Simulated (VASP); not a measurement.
# Pm (Fm-3m) in VASP: single point with PBE

Aim: the single point of Pm with PBE.

All numbers are computed with VASP 6.6.1; they aren't measurements. Logs are shortened: lines on timing, memory, paths and dates and some standing lists are left out, and cuts for length are marked.

### 1 The cell of the first run

The structure is cubic, space group Fm-3m (No. 225). The conventional cell has a = 4.647 Å, b = 4.647 Å, c = 4.647 Å, α = 90.00°, β = 90.00°, γ = 90.00°. Within 4.3 Å of Pm (site symmetry m-3m) lie 12 Pm at 3.29 Å.

### 2 Single point, PBE

INCAR reads:

```
SYSTEM = Pm
ALGO = Normal
EDIFF = 1E-6
ENCUT = 520
GGA = PE
ISIF = 2
ISMEAR = -1
LASPH = .True.
LCHARG = .False.
LREAL = .False.
LWAVE = .False.
NBANDS = 14
NELM = 100
PREC = Accurate
SIGMA = 0.13605693000000002
```

KPOINTS reads:

```
k-points
0
Gamma
  12 12 12
  0 0 0
```

POSCAR reads:

```
Pm
1.0
    0.0000000000      2.3235142934      2.3235142934
    2.3235142934      0.0000000000      2.3235142934
    2.3235142934      2.3235142934      0.0000000000
Pm
1
Direct
    0.0000000000      0.0000000000      0.0000000000
```

Potentials or basis: VASP PAW PBE potentials, release 64 (Pm).

Started as:

```bash
> cat potpaw_PBE.64/Pm/POTCAR > POTCAR
> mpirun -np 1 vasp_std > vasp.out
```

OUTCAR:

```text
SYSTEM = Pm
   EDIFF = 1E-6
   ENCUT = 520
   GGA = PE
   ISIF = 2
   ISMEAR = -1
   LASPH = .True.
   LREAL = .False.
   NELM = 100
   PREC = Accurate

 ion  position               nearest neighbor table
   1  0.000  0.000  0.000-

  LATTYP: Found a face centered cubic cell.
 ALAT       =     4.6470285868

  Lattice vectors:

 A1 = (   0.0000000000,   2.3235142934,   2.3235142934)
 A2 = (   2.3235142934,   0.0000000000,   2.3235142934)
 A3 = (   2.3235142934,   2.3235142934,   0.0000000000)

Analysis of symmetry for initial positions (statically):
=====================================================================
 Subroutine PRICEL returns:
 Original cell was already a primitive cell.

 Routine SETGRP: Setting up the symmetry group for a
 face centered cubic supercell.

 Subroutine GETGRP returns: Found 48 space group operations
 (whereof 48 operations were pure point group operations)
 out of a pool of 48 trial point group operations.

The static configuration has the point symmetry O_h .

Analysis of symmetry for dynamics (positions and initial velocities):
=====================================================================
 Subroutine PRICEL returns:
 Original cell was already a primitive cell.

 Routine SETGRP: Setting up the symmetry group for a
 face centered cubic supercell.

 Subroutine GETGRP returns: Found 48 space group operations
 (whereof 48 operations were pure point group operations)
 out of a pool of 48 trial point group operations.

The dynamic configuration has the point symmetry O_h .

 Subroutine INISYM returns: Found 48 space group operations
 (whereof 48 operations are pure point group operations),
 and found     1 'primitive' translations

----------------------------------------------------------------------------------------

                                     Primitive cell

  volume of cell :      25.0880

  direct lattice vectors                    reciprocal lattice vectors
     0.000000000  2.323514293  2.323514293    -0.215191274  0.215191274  0.215191274
     2.323514293  0.000000000  2.323514293     0.215191274 -0.215191274  0.215191274
     2.323514293  2.323514293  0.000000000     0.215191274  0.215191274 -0.215191274

  length of vectors
     3.285945426  3.285945426  3.285945426     0.372722219  0.372722219  0.372722219

  position of ions in fractional coordinates (direct lattice)
     0.000000000  0.000000000  0.000000000

  ion indices of the primitive-cell ions
   primitive index   ion index
                 1           1

----------------------------------------------------------------------------------------

 KPOINTS: k-points

Automatic generation of k-mesh.
 Grid dimensions read from file:
 generate k-points for:   12   12   12

 Generating k-lattice:

  Cartesian coordinates                     Fractional coordinates (reciprocal lattice)
    -0.017932606  0.017932606  0.017932606     0.083333333  0.000000000  0.000000000
     0.017932606 -0.017932606  0.017932606     0.000000000  0.083333333  0.000000000
     0.017932606  0.017932606 -0.017932606     0.000000000  0.000000000  0.083333333

  Length of vectors
     0.031060185  0.031060185  0.031060185

  Shift w.r.t. Gamma in fractional coordinates (k-lattice)
     0.000000000  0.000000000  0.000000000

 Subroutine IBZKPT returns following result:
 ===========================================

 Found     72 irreducible k-points:

 Following reciprocal coordinates:
            Coordinates               Weight
  0.000000  0.000000  0.000000      1.000000
  0.083333  0.000000  0.000000      8.000000
  0.166667  0.000000  0.000000      8.000000
  0.250000  0.000000  0.000000      8.000000
  0.333333  0.000000  0.000000      8.000000
  0.416667  0.000000  0.000000      8.000000
[... 16 lines left out ...]
  0.500000  0.166667  0.000000     24.000000
 -0.416667  0.166667  0.000000     24.000000
 [... further k-points ...]
   k-points           NKPTS =     72   k-points in BZ     NKDIM =     72   number of bands    NBANDS=     14
   number of dos      NEDOS =    301   number of ions     NIONS =      1
   total plane-waves  NPLWV =  13824
   dimension x,y,z NGX =    24 NGY =   24 NGZ =   24
   dimension x,y,z NGXF=    48 NGYF=   48 NGZF=   48
   ions per type =               1
   NGX,Y,Z   is equivalent  to a cutoff of  12.14, 12.14, 12.14 a.u.
   NGXF,Y,Z  is equivalent  to a cutoff of  24.28, 24.28, 24.28 a.u.
 SYSTEM =  Pm
   PREC   = accura    normal or accurate (medium, high low for compatibility)
   ISTART =      0    job   : 0-new  1-cont  2-samecut
   ICHARG =      2    charge: 1-file 2-atom 10-const
   ISPIN  =      1    spin polarized calculation?
   LNONCOLLINEAR =      F non collinear calculations
   LSORBIT =      F    spin-orbit coupling
   LASPH  =      T    aspherical Exc in radial PAW
   ENCUT  =  520.0 eV  38.22 Ry    6.18 a.u.   6.11  6.11  6.11*2*pi/ulx,y,z
   NELM   =    100;   NELMIN=  2; NELMDL= -5     # of ELM steps
   EDIFF  = 0.1E-05   stopping-criterion for ELM
   LREAL  =      F    real-space projection
   EDIFFG = 0.1E-04   stopping-criterion for IOM
   NSW    =      0    number of steps for IOM
   IBRION =     -1    ionic relax: 0-MD 1-quasi-New 2-CG
   NFREE  =      0    steps in history (QN), initial steepest desc. (CG)
   ISIF   =      2    stress and relaxation
   ISYM   =      2    0-nonsym 1-usesym 2-fastsym
   POTIM  = 0.5000    time-step for ionic-motion
   TEBEG  =    0.0;   TEEND  =   0.0 temperature during run
   PSTRESS=    0.0 pullay stress
   NELECT =      15.0000    total number of electrons
   NUPDOWN=      -1.0000    fix difference up-down
   EMIN   =  10.00;   EMAX   =-10.00  energy-range for DOS
   EFERMI =   0.00;   METHOD = LEGACY
   ISMEAR =    -1;   SIGMA  =   0.14  broadening in eV -4-tet -1-fermi 0-gaus
   EFERMI_NEDOS =   21; number of points for ismear=-14 and -15
   IALGO  =     38    algorithm
   IMIX   =      4    mixing-type and parameters
     AMIX     =   0.40;   BMIX     =  1.00
     AMIX_MAG =   1.60;   BMIX_MAG =  1.00
  volume/ion in A,a.u.               =      25.09       169.30
  Fermi-wavevector in a.u.,A,eV,Ry     =   1.379166  2.606246 25.879629  1.902099
  Thomas-Fermi vector in A             =   2.504161
   LORBIT       =      0    0 simple, 1 ext, 2 COOP (PROOUT), +10 PAW based schemes
   GGA     = PE    functional components
   LHFCALC =     F    Hartree Fock is set to
   AEXX    =    0.0000 exact exchange contribution
   IVDW    =     0    specifies the selected vdW correction
   LEPSILON=     F    determine dielectric tensor
   LRPA    =     F    only Hartree local field effects (RPA)
 non-spin polarized calculation
  energy-cutoff  :      520.00
  volume of cell :       25.09
 maximum number of plane-waves:       692
   NGX = 13   NGY = 13   NGZ = 13

 number of electron      15.0000002 magnetization

 Free energy of the ion-electron system (eV)
  ---------------------------------------------------
  ext. energy  EPLUGINS =         0.00000000
  ---------------------------------------------------
  free energy    TOTEN  =        -5.23074973 eV

  energy without entropy =       -4.43022075  energy(sigma->0) =       -4.83048524

 E-fermi :   8.4712     XC(G=0): -11.4092

 val. band max:        8.4710076971   @ k =  -0.3333   0.3333   0.1667
 cond. band min:       8.4720601572   @ k =   0.0833   0.0833   0.0000
 fundamental gap:      0.0010524601
 Fermi energy:         8.4712153932

 k-point     1 :       0.0000    0.0000    0.0000
  band No.  band energies     occupation
      1     -29.7617      2.00000
      2      -8.9549      2.00000
      3      -8.9549      2.00000
      4      -8.9549      2.00000
      5       4.9549      2.00000
      6       8.0645      1.90418
      7       8.4508      1.07484
      8       8.4508      1.07484
      9       8.4508      1.07484
     10       8.9516      0.05689
     11       8.9516      0.05689
     12       8.9516      0.05689
     13      10.8188      0.00000
     14      10.8188      0.00000

 k-point     2 :       0.0833    0.0000    0.0000
  band No.  band energies     occupation
      1     -29.7370      2.00000
      2      -9.1497      2.00000
      3      -8.9763      2.00000
      4      -8.9763      2.00000
      5       5.2582      2.00000
      6       8.0376      1.92068
      7       8.4339      1.13641
      8       8.4634      1.02855
      9       8.4634      1.02855
     10       8.8854      0.09095
     11       8.8854      0.09095
     12       8.9527      0.05646
     13      10.6934      0.00000
     14      11.0040      0.00000

 k-point     3 :       0.1667    0.0000    0.0000
  band No.  band energies     occupation
      1     -29.6686      2.00000
      2      -9.6518      2.00000
      3      -9.0339      2.00000
      4      -9.0339      2.00000
      5       5.9965      2.00000
      6       8.0119      1.93388
      7       8.3865      1.30163
      8       8.4997      0.89565
      9       8.4997      0.89565
     10       8.7597      0.21423
     11       8.7597      0.21423
     12       8.9557      0.05526
     13      10.4843      0.00000
     14      11.3362      0.00000
[... 324 lines left out ...]
 k-point    23 :       0.5000    0.1667    0.0000
  band No.  band energies     occupation
      1     -29.3439      2.00000
      2     -11.1696      2.00000
      3      -9.6680      2.00000
      4      -9.4080      2.00000
      5       7.3033      1.99963
      6       8.0264      1.92670
      7       8.4175      1.19501
      8       8.4924      0.92230
      9       8.7219      0.27357
     10       8.7497      0.22876
     11       8.8282      0.13528
     12       8.8800      0.09448
     13       9.8095      0.00011
     14      11.5563      0.00000

 k-point    24 :      -0.4167    0.1667    0.0000
  band No.  band energies     occupation
      1     -29.3371      2.00000
      2     -11.1917      2.00000
      3      -9.7524      2.00000
      4      -9.3538      2.00000
      5       7.4197      1.99912
      6       7.9700      1.95098
      7       8.4500      1.07789
      8       8.4841      0.95261
      9       8.7358      0.25032
     10       8.7439      0.23746
     11       8.8566      0.11121
     12       8.9053      0.07905
     13       9.8209      0.00010
     14      11.5498      0.00000

 [... further k-points ...]
[... 5 lines left out ...]
  --------------------------------------------------------------------------------------
  -------------------------------------------------------------------------------------
  Total        0.0296317      0.0296317      0.0296317     -0.0000000     -0.0000000      0.0000000
  in kB        1.8923481      1.8923481      1.8923481     -0.0000000     -0.0000000      0.0000000
  external PRESSURE =       1.8923481 kB  Pullay stress =       0.0000000 kB

 VOLUME and BASIS-vectors are now :
 -----------------------------------------------------------------------------
  energy-cutoff  :      520.00
  volume of cell :       25.09
      direct lattice vectors                 reciprocal lattice vectors
     0.000000000  2.323514293  2.323514293    -0.215191274  0.215191274  0.215191274
     2.323514293  0.000000000  2.323514293     0.215191274 -0.215191274  0.215191274
     2.323514293  2.323514293  0.000000000     0.215191274  0.215191274 -0.215191274

 POSITION                                       TOTAL-FORCE (eV/Angst)
 -----------------------------------------------------------------------------------
      0.00000      0.00000      0.00000        -0.000000      0.000000     -0.000000
 -----------------------------------------------------------------------------------
    total drift:                               -0.000000      0.000000      0.000000

  FREE ENERGIE OF THE ION-ELECTRON SYSTEM (eV)
  ---------------------------------------------------
  free  energy   TOTEN  =        -5.2307497293 eV

  energy  without entropy=       -4.4302207519  energy(sigma->0) =       -4.83048524
```

Wall time 25 s (1 thread of AMD EPYC 7R13 (Zen 3), shared host); peak memory 0.13 GiB.

Results:

```
Free energy : -5.2307 eV
Pressure    : 0.2 GPa
```

Levels at points of the mesh, in eV from the Fermi level:
```csv
k point,band 3,band 4,band 5,band 6,band 7,band 8,band 9,band 10,band 11,band 12
"(0.00, 0.00, 0.00)",-17.43,-17.43,-3.52,-0.41,-0.02,-0.02,-0.02,0.48,0.48,0.48
"(0.50, 0.00, 0.00)",-17.73,-17.73,-1.89,-0.36,0.00,0.00,0.25,0.38,0.38,0.50
"(0.50, 0.50, 0.00)",-18.29,-18.29,-2.50,-1.64,0.04,0.10,0.10,0.18,0.31,0.31
```

Caveat: spin-orbit coupling is left out, which moves the levels of the heavy elements. Spin polarisation is off, so any magnetic state and its effect on volume and gap are missing.
